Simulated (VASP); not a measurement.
# Si (Fd-3m) in VASP: density of states with PBE+D3(BJ)

Aim: the density of states of Si with PBE+D3(BJ).

Program: VASP 6.6.1. These are calculated values, not measurements. Logs are shortened: lines on timing, memory, paths and dates and some standing lists are left out, and cuts for length are marked.

## (1) The cell of the first run

Symmetry: Fd-3m, No. 227, cubic system. Conventional cell: a = 5.427 Å, b = 5.427 Å, c = 5.427 Å, α = 90.00°, β = 90.00°, γ = 90.00°. Within 3.1 Å of Si (site symmetry -43m) lie 4 Si at 2.35 Å.

## (2) Density of states, PBE+D3(BJ)

POSCAR

```
Si
1.0
    0.0000000000      2.7135600000      2.7135600000
    2.7135600000      0.0000000000      2.7135600000
    2.7135600000      2.7135600000      0.0000000000
Si
2
Direct
    0.7500000000      0.7500000000      0.7500000000
    0.5000000000      0.5000000000      0.5000000000
```

INCAR.step1

```
ALGO = Normal
EDIFF = 1E-6
ENCUT = 400
GGA = PE
GGA_COMPAT = F
ISIF = 2
ISMEAR = 0
IVDW = 12
LASPH = T
LCHARG = T
LORBIT = 11
LREAL = F
LWAVE = F
NBANDS = 11
NEDOS = 2001
NELM = 120
PREC = Accurate
SIGMA = 0.01
```

KPOINTS.step1

```
k-points
0
Gamma
  5 5 5
```

INCAR.step2

```
ALGO = Normal
EDIFF = 1E-6
ENCUT = 400
GGA = PE
GGA_COMPAT = F
ICHARG = 11
ISIF = 2
ISMEAR = -5
IVDW = 12
LASPH = T
LCHARG = F
LORBIT = 11
LREAL = F
LWAVE = F
NEDOS = 2001
NELM = 120
PREC = Accurate
SIGMA = 0.01
```

KPOINTS.step2

```
k-points
0
Gamma
  8 8 8
```

Potentials or basis: VASP PAW PBE potentials, release 64 (Si).

The run is started by

```bash
$ cat potpaw_PBE.64/Si/POTCAR > POTCAR
$ cp INCAR.step1 INCAR
$ cp KPOINTS.step1 KPOINTS
$ mpirun -np 1 vasp_std > vasp.out
$ cp INCAR.step2 INCAR
$ cp KPOINTS.step2 KPOINTS
$ mpirun -np 1 vasp_std > vasp.out
```

OUTCAR:

```text
EDIFF = 1E-6
   ENCUT = 400
   GGA = PE
   ICHARG = 11
   ISIF = 2
   ISMEAR = -5
   IVDW = 12
   LASPH = T
   LORBIT = 11
   LREAL = F
   NELM = 120
   PREC = Accurate
 IVDW          = 12

 ion  position               nearest neighbor table
   1  0.750  0.750  0.750-   2 2.35   2 2.35   2 2.35   2 2.35
   2  0.500  0.500  0.500-   1 2.35   1 2.35   1 2.35   1 2.35

  LATTYP: Found a face centered cubic cell.
 ALAT       =     5.4271200000

  Lattice vectors:

 A1 = (   0.0000000000,   2.7135600000,   2.7135600000)
 A2 = (   2.7135600000,   0.0000000000,   2.7135600000)
 A3 = (   2.7135600000,   2.7135600000,   0.0000000000)

Analysis of symmetry for initial positions (statically):
=====================================================================
 Subroutine PRICEL returns:
 Original cell was already a primitive cell.

 Routine SETGRP: Setting up the symmetry group for a
 face centered cubic supercell.

 Subroutine GETGRP returns: Found 48 space group operations
 (whereof 24 operations were pure point group operations)
 out of a pool of 48 trial point group operations.

The static configuration has the point symmetry T_d .
 The point group associated with its full space group is O_h .

Analysis of symmetry for dynamics (positions and initial velocities):
=====================================================================
 Subroutine PRICEL returns:
 Original cell was already a primitive cell.

 Routine SETGRP: Setting up the symmetry group for a
 face centered cubic supercell.

 Subroutine GETGRP returns: Found 48 space group operations
 (whereof 24 operations were pure point group operations)
 out of a pool of 48 trial point group operations.

The dynamic configuration has the point symmetry T_d .
 The point group associated with its full space group is O_h .

 Subroutine INISYM returns: Found 48 space group operations
 (whereof 24 operations are pure point group operations),
 and found     1 'primitive' translations

----------------------------------------------------------------------------------------

                                     Primitive cell

  volume of cell :      39.9621

  direct lattice vectors                    reciprocal lattice vectors
     0.000000000  2.713560000  2.713560000    -0.184259792  0.184259792  0.184259792
     2.713560000  0.000000000  2.713560000     0.184259792 -0.184259792  0.184259792
     2.713560000  2.713560000  0.000000000     0.184259792  0.184259792 -0.184259792

  length of vectors
     3.837553354  3.837553354  3.837553354     0.319147321  0.319147321  0.319147321

  position of ions in fractional coordinates (direct lattice)
     0.750000000  0.750000000  0.750000000
     0.500000000  0.500000000  0.500000000

  ion indices of the primitive-cell ions
   primitive index   ion index
                 1           1
                 2           2

----------------------------------------------------------------------------------------

 KPOINTS: k-points

Automatic generation of k-mesh.
 Grid dimensions read from file:
 generate k-points for:    8    8    8

 Generating k-lattice:

  Cartesian coordinates                     Fractional coordinates (reciprocal lattice)
    -0.023032474  0.023032474  0.023032474     0.125000000  0.000000000  0.000000000
     0.023032474 -0.023032474  0.023032474     0.000000000  0.125000000  0.000000000
     0.023032474  0.023032474 -0.023032474     0.000000000  0.000000000  0.125000000

  Length of vectors
     0.039893415  0.039893415  0.039893415

  Shift w.r.t. Gamma in fractional coordinates (k-lattice)
     0.000000000  0.000000000  0.000000000

 TETIRR: Found     76 inequivalent tetrahedra from     3072

 Subroutine IBZKPT returns following result:
 ===========================================

 Found     29 irreducible k-points:

 Following reciprocal coordinates:
            Coordinates               Weight
  0.000000  0.000000  0.000000      1.000000
  0.125000  0.000000  0.000000      8.000000
  0.250000  0.000000  0.000000      8.000000
  0.375000  0.000000  0.000000      8.000000
  0.500000  0.000000  0.000000      4.000000
  0.125000  0.125000  0.000000      6.000000
[... 16 lines left out ...]
  0.500000  0.250000  0.125000     48.000000
 -0.375000  0.250000  0.125000     24.000000
 [... further k-points ...]
   k-points           NKPTS =     29   k-points in BZ     NKDIM =     29   number of bands    NBANDS=      8
   number of dos      NEDOS =   2001   number of ions     NIONS =      2
   total plane-waves  NPLWV =  21952
   dimension x,y,z NGX =    28 NGY =   28 NGZ =   28
   dimension x,y,z NGXF=    56 NGYF=   56 NGZF=   56
   ions per type =               2
   NGX,Y,Z   is equivalent  to a cutoff of  12.13, 12.13, 12.13 a.u.
   NGXF,Y,Z  is equivalent  to a cutoff of  24.26, 24.26, 24.26 a.u.
 SYSTEM =  unknown system
   PREC   = accura    normal or accurate (medium, high low for compatibility)
   ISTART =      0    job   : 0-new  1-cont  2-samecut
   ICHARG =     11    charge: 1-file 2-atom 10-const
   ISPIN  =      1    spin polarized calculation?
   LNONCOLLINEAR =      F non collinear calculations
   LSORBIT =      F    spin-orbit coupling
   LASPH  =      T    aspherical Exc in radial PAW
   ENCUT  =  400.0 eV  29.40 Ry    5.42 a.u.   6.26  6.26  6.26*2*pi/ulx,y,z
   NELM   =    120;   NELMIN=  2; NELMDL=  0     # of ELM steps
   EDIFF  = 0.1E-05   stopping-criterion for ELM
   LREAL  =      F    real-space projection
   EDIFFG = 0.1E-04   stopping-criterion for IOM
   NSW    =      0    number of steps for IOM
   IBRION =     -1    ionic relax: 0-MD 1-quasi-New 2-CG
   NFREE  =      0    steps in history (QN), initial steepest desc. (CG)
   ISIF   =      2    stress and relaxation
   ISYM   =      2    0-nonsym 1-usesym 2-fastsym
   POTIM  = 0.5000    time-step for ionic-motion
   TEBEG  =    0.0;   TEEND  =   0.0 temperature during run
   PSTRESS=    0.0 pullay stress
   NELECT =       8.0000    total number of electrons
   NUPDOWN=      -1.0000    fix difference up-down
   EMIN   =  10.00;   EMAX   =-10.00  energy-range for DOS
   EFERMI =   0.00;   METHOD = LEGACY
   ISMEAR =    -5;   SIGMA  =   0.01  broadening in eV -4-tet -1-fermi 0-gaus
   EFERMI_NEDOS =   21; number of points for ismear=-14 and -15
   IALGO  =     38    algorithm
   IMIX   =      4    mixing-type and parameters
     AMIX     =   0.40;   BMIX     =  1.00
     AMIX_MAG =   1.60;   BMIX_MAG =  1.00
  volume/ion in A,a.u.               =      19.98       134.84
  Fermi-wavevector in a.u.,A,eV,Ry     =   0.957684  1.809760 12.478691  0.917158
  Thomas-Fermi vector in A             =   2.086724
   LORBIT       =     11    0 simple, 1 ext, 2 COOP (PROOUT), +10 PAW based schemes
   GGA     = PE    functional components
   LHFCALC =     F    Hartree Fock is set to
   AEXX    =    0.0000 exact exchange contribution
   IVDW    =    12    specifies the selected vdW correction
   LEPSILON=     F    determine dielectric tensor
   LRPA    =     F    only Hartree local field effects (RPA)
 non-spin polarized calculation
 Fermi weights with tetrahedron method with Bloechl corrections
  energy-cutoff  :      400.00
  volume of cell :       39.96
 maximum number of plane-waves:       740
 NGX is ok and might be reduce to    28

 number of electron       8.0000001 magnetization

 Free energy of the ion-electron system (eV)
  ---------------------------------------------------
  ext. energy  EPLUGINS =         0.00000000
  ---------------------------------------------------
  free energy    TOTEN  =       -10.83984016 eV

  energy without entropy =      -10.83984016  energy(sigma->0) =      -10.83984016

 E-fermi :   5.8671     XC(G=0):  -9.4058

 val. band max:        5.8647898224   @ k =   0.0000   0.0000   0.0000
 cond. band min:       6.4710907328   @ k =   0.3750   0.3750   0.0000
 fundamental gap:      0.6063009104
 Fermi energy:         5.8670836334

 k-point     1 :       0.0000    0.0000    0.0000
  band No.  band energies     occupation
      1      -6.1100      2.00000
      2       5.8648      2.00000
      3       5.8648      2.00000
      4       5.8648      2.00000
      5       8.4236      0.00000
      6       8.4236      0.00000
      7       8.4236      0.00000
      8       9.2627      0.00000

 k-point     2 :       0.1250    0.0000    0.0000
  band No.  band energies     occupation
      1      -5.9055      2.00000
      2       4.2657      2.00000
      3       5.5749      2.00000
      4       5.5749      2.00000
      5       8.3710      0.00000
      6       8.8494      0.00000
      7       8.8494      0.00000
      8      10.6003      0.00000

 k-point     3 :       0.2500    0.0000    0.0000
  band No.  band energies     occupation
      1      -5.3086      2.00000
      2       1.9342      2.00000
      3       5.1035      2.00000
      4       5.1035      2.00000
      5       7.9002      0.00000
      6       9.3669      0.00000
      7       9.3669      0.00000
      8      12.8111      0.00000

 k-point     4 :       0.3750    0.0000    0.0000
  band No.  band energies     occupation
      1      -4.4126      2.00000
      2      -0.0895      2.00000
      3       4.7762      2.00000
      4       4.7762      2.00000
      5       7.5373      0.00000
      6       9.3084      0.00000
      7       9.3084      0.00000
      8      13.7485      0.00000

 k-point     5 :       0.5000    0.0000    0.0000
  band No.  band energies     occupation
      1      -3.7724      2.00000
      2      -1.1148      2.00000
      3       4.6644      2.00000
      4       4.6644      2.00000
      5       7.4096      0.00000
      6       9.1962      0.00000
      7       9.1962      0.00000
      8      13.5911      0.00000

 k-point     6 :       0.1250    0.1250    0.0000
  band No.  band energies     occupation
      1      -5.8366      2.00000
      2       4.5348      2.00000
      3       5.0553      2.00000
      4       5.0553      2.00000
      5       7.8714      0.00000
      6       9.5679      0.00000
      7       9.5679      0.00000
      8      10.2853      0.00000

 k-point     7 :       0.2500    0.1250    0.0000
  band No.  band energies     occupation
      1      -5.3669      2.00000
      2       2.6401      2.00000
      3       4.5426      2.00000
      4       4.6206      2.00000
      5       8.0090      0.00000
      6       9.5805      0.00000
      7      10.3331      0.00000
      8      10.6103      0.00000
[... 133 lines left out ...]
 k-point    20 :      -0.3750    0.3750    0.0000
  band No.  band energies     occupation
      1      -2.3704      2.00000
      2      -1.3662      2.00000
      3       1.5510      2.00000
      4       3.4344      2.00000
      5       7.0598      0.00000
      6       9.9901      0.00000
      7      13.3393      0.00000
      8      13.8871      0.00000

 k-point    21 :       0.5000    0.5000    0.0000
  band No.  band energies     occupation
      1      -1.9570      2.00000
      2      -1.9570      2.00000
      3       3.0064      2.00000
      4       3.0064      2.00000
      5       6.5642      0.00000
      6       6.5642      0.00000
      7      15.9955      0.00000
      8      16.0863      0.00000

 k-point    22 :       0.3750    0.2500    0.1250
  band No.  band energies     occupation
      1      -4.7778      2.00000
      2       1.5753      2.00000
      3       3.1445      2.00000
      4       4.4341      2.00000
      5       8.3086      0.00000
      6       9.7722      0.00000
      7      10.0513      0.00000
      8      11.3697      0.00000

 k-point    23 :       0.5000    0.2500    0.1250
  band No.  band energies     occupation
      1      -3.8873      2.00000
      2       0.0196      2.00000
      3       2.5366      2.00000
      4       3.9307      2.00000
      5       8.7389      0.00000
      6       9.4170      0.00000
      7      10.8836      0.00000
      8      11.8031      0.00000

 k-point    24 :      -0.3750    0.2500    0.1250
  band No.  band energies     occupation
      1      -3.2326      2.00000
      2      -0.9286      2.00000
      3       2.4083      2.00000
      4       3.7002      2.00000
      5       8.9334      0.00000
      6       8.9893      0.00000
      7      11.7787      0.00000
      8      12.9836      0.00000

 [... further k-points ...]

------------------------ aborting loop because EDIFF is reached ----------------------------------------

 Edisp (eV)   -0.62955

 E8    (eV) :    -0.2610

  FORCE on cell =-STRESS in cart. coord.  units (eV):
  Direction    XX          YY          ZZ          XY          YZ          ZX
  --------------------------------------------------------------------------------------
  -------------------------------------------------------------------------------------
  Total      -0.16523    -0.16523    -0.16523     0.00000     0.00000    -0.00000
  in kB      -6.62460    -6.62460    -6.62460     0.00000     0.00000    -0.00000
  external pressure =       -6.62 kB  Pullay stress =        0.00 kB

 VOLUME and BASIS-vectors are now :
 -----------------------------------------------------------------------------
  energy-cutoff  :      400.00
  volume of cell :       39.96
      direct lattice vectors                 reciprocal lattice vectors
     0.000000000  2.713560000  2.713560000    -0.184259792  0.184259792  0.184259792
     2.713560000  0.000000000  2.713560000     0.184259792 -0.184259792  0.184259792
     2.713560000  2.713560000  0.000000000     0.184259792  0.184259792 -0.184259792

 POSITION                                       TOTAL-FORCE (eV/Angst)
 -----------------------------------------------------------------------------------
      4.07034      4.07034      4.07034        -0.000000     -0.000000     -0.000000
      2.71356      2.71356      2.71356         0.000000      0.000000      0.000000
 -----------------------------------------------------------------------------------
    total drift:                                0.000000      0.000000     -0.000000

  FREE ENERGIE OF THE ION-ELECTRON SYSTEM (eV)
  ---------------------------------------------------
  free  energy   TOTEN  =       -11.4693881037 eV

  energy  without entropy=      -11.4693881037  energy(sigma->0) =      -11.46938810

 total charge

# of ion       s       p       d       tot
------------------------------------------
    1        0.750   0.944   0.000   1.694
    2        0.750   0.944   0.000   1.694
--------------------------------------------------
tot          1.500   1.887   0.000   3.388
```

Run time: 6.3 s. Hardware: 1 thread of AMD EPYC 9R45 (Zen 5), shared host; peak memory 0.12 GiB.

What came out:

```yaml
Valence_electrons_inside_the_program's_atomic_spheres: Si 1.69
Dispersion_energy_per_atom: -0.315 eV
```

Caveat: three body term missing.
